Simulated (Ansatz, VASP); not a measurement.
Os: VASP beside Ansatz

INCAR

```
SYSTEM = Os
PREC = Accurate ; ENCUT = 520
EDIFF = 1E-6 ; ISMEAR = -1
SIGMA = 0.05 ; LREAL = .FALSE.
LASPH = .TRUE. ; NELM = 60
ALGO = Fast ; ISIF = 2
LWAVE = .FALSE. ; LCHARG = .TRUE.
GGA = RP ; IVDW = 13
LELF = .TRUE. ; LVHAR = .TRUE.
NBANDS = 15
```

The input KPOINTS:

```
regular mesh
0
G
  11 11 6
  0 0 0
```

POSCAR

```
Os
1.0
    2.7877234178      0.0000000000      0.0000000000
   -1.3938617089      2.4142392985      0.0000000000
    0.0000000000      0.0000000000      4.4044215090
Os
2
Direct
    0.6666666667      0.3333333333      0.7500000000
    0.3333333333      0.6666666667      0.2500000000
```

File input.yaml:

```yaml
crystal:
  lattice:
    - [2.7877234178, 0.0, 0.0]
    - [-1.3938617089, 2.4142392985, 0.0]
    - [0.0, 0.0, 4.404421509]
  atoms:
    - { symbol: Os, position: [0.6666666667, 0.3333333333, 0.75] }
    - { symbol: Os, position: [0.3333333333, 0.6666666667, 0.25] }
hamiltonian:
  xc: rpbe
  pseudopotentials: { kind: paw }
  dispersion: d4
kpoints:
  mp_grid: { grid: [11, 11, 6] }
scf:
  occupations: { method: fermi_dirac, width: 0.05 }
output:
  forces: true
  stress: true
  eigenvalues: true
```

Alike in both runs: task single point; functional RPBE; dispersion D4; k mesh 11 × 11 × 6; occupations fermi-dirac, width 0.05 eV; no spin polarisation.

|  | VASP | Ansatz |
| --- | --- | --- |
| version | VASP 6.6.1 | Ansatz 0.2.0 |
| potentials or method | VASP PAW PBE potentials, release 64 (Os) | Ansatz PAW |
| plane-wave cutoff (eV) | 520 | 420 |
| valence electrons in the cell | 16 | 32 |

VASP gave:

```
gap on the k mesh at the Fermi level (eV)                     : none
pressure (GPa)                                                : -22.5
traceless stress, the component that is largest in VASP (GPa) : -0.77
```

**Question.** What did Ansatz give for the same quantities?

**Answer.** gap on the k mesh at the Fermi level (eV): none; pressure (GPa): -22.0; traceless stress, the component that is largest in VASP (GPa): -0.66.

VASP's potentials were made for PBE, not for RPBE. A gap of «none» marks a metal or a gap that the smearing closes. VASP's potentials hold 16 valence electrons a cell and Ansatz's 32, so a difference there can come from the potentials and not from the codes.

Spin-orbit coupling is off throughout.
